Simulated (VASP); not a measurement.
The system is Al2O3.

```xyz
5
Lattice="3.0175 0.0000 0.0000 -1.5087 2.6132 0.0000 0.0000 0.0000 7.5746" Properties=species:S:1:pos:R:3 pbc="T T T"
Al    0.0000    0.0000    2.1054
Al    0.0000    0.0000    5.4693
O     0.0000    1.7421    1.5108
O     1.5087    0.8711    6.0638
O     0.0000    0.0000    3.7873
```

* Program: VASP 6.6.1
* Task: relaxation of cell and atoms
* Functional: PBEsol
* Potentials or basis: VASP PAW PBE potentials, release 64 (Al, O)
* Cutoff: 600 eV
* k mesh: 12 × 12 × 4
* Occupations: gaussian, width 0.02 eV
* Spin: no spin polarisation

At the start: pressure -3.7 GPa; volume 11.95 Å³/atom.

Problem. How do energy, volume and symmetry change on relaxing?

Solution. Over 25 steps the energy falls by 3.7 meV/atom and the volume is 11.93 Å³/atom (-0.2 %); space group P-3m1 (No. 164, to 0.05 Å).

The path:
```
step  energy change (eV)  largest force (eV/Å)  pressure (GPa)  volume (Å³)
   1              0.0000                0.1893           -3.70        59.73
   2             -0.0039                0.2144            3.62        57.38
   3             -0.0166                0.0660            0.07        58.45
   4             -0.0160                0.2628           -0.05        58.39
   5             -0.0172                0.0715            0.02        58.43
   6             -0.0175                0.0156            0.02        58.42
   7             -0.0175                0.0187            0.02        58.42
   8             -0.0176                0.0178            0.04        58.43
   9             -0.0177                0.0151            0.07        58.47
  10             -0.0178                0.0097            0.15        58.54
  11             -0.0181                0.0200            0.29        58.69
  12             -0.0182                0.0529            0.59        58.98
  13             -0.0182                0.0518            0.58        58.98
  14             -0.0182                0.0496            0.57        59.00
  15             -0.0182                0.0452            0.56        59.02
  16             -0.0183                0.0364            0.51        59.08
  17             -0.0184                0.0269            0.45        59.18
  18             -0.0185                0.0290            0.31        59.40
  19             -0.0184                0.0827            0.05        59.83
  20             -0.0186                0.0339            0.23        59.52
  21             -0.0186                0.0240            0.19        59.55
  22             -0.0187                0.0099            0.09        59.60
  23             -0.0186                0.0412           -0.10        59.70
  24             -0.0187                0.0098            0.04        59.63
  25             -0.0187                0.0041            0.02        59.63
```

Final structure:
```
CELL_PARAMETERS angstrom
2.98832 0.00000 0.00000
-1.49416 2.58796 0.00000
0.00000 0.00000 7.71104
ATOMIC_POSITIONS crystal
Al 0.00000 0.00000 0.28300
Al 0.00000 0.00000 0.71700
O 0.33333 0.66667 0.20606
O 0.66667 0.33333 0.79394
O 0.00000 0.00000 0.50000
```

Caveat: the PAW data sets were made with another functional, which shifts forces and pressure a little.
